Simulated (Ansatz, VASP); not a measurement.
**Two plane-wave programs on Au**

```xyz
2
Lattice="2.9569 0.0000 0.0000 -1.4784 2.5607 0.0000 0.0000 0.0000 4.9757" Properties=species:S:1:pos:R:3 pbc="T T T"
Au    1.4784    0.8536    1.2439
Au    0.0000    1.7072    3.7318
```

Alike in both runs: task single point; functional HSE06; k mesh 6 × 6 × 4; occupations fermi-dirac, width 0.05 eV; no spin polarisation.

```csv
,VASP,Ansatz
version,VASP 6.6.1,Ansatz 0.2.0
potentials or method,"VASP PAW PBE potentials, release 64 (Au)",Ansatz PAW
plane-wave cutoff (eV),520,420
valence electrons in the cell,22,38
```

|  | VASP | Ansatz | Ansatz less VASP |
| --- | --- | --- | --- |
| gap on the k mesh at the Fermi level (eV) | none | none | - |
| pressure (GPa) | -6.7 | -6.8 | -0.05 |
| traceless stress, the component that is largest in VASP (GPa) | -4.42 | -4.42 | +0.008 |

A gap of «none» marks a metal or a gap that the smearing closes. VASP's potentials hold 22 valence electrons a cell and Ansatz's 38, so a difference there can come from the potentials and not from the codes.

The k mesh is coarse, so the values compare programs but aren't converged. Spin-orbit coupling is off throughout.
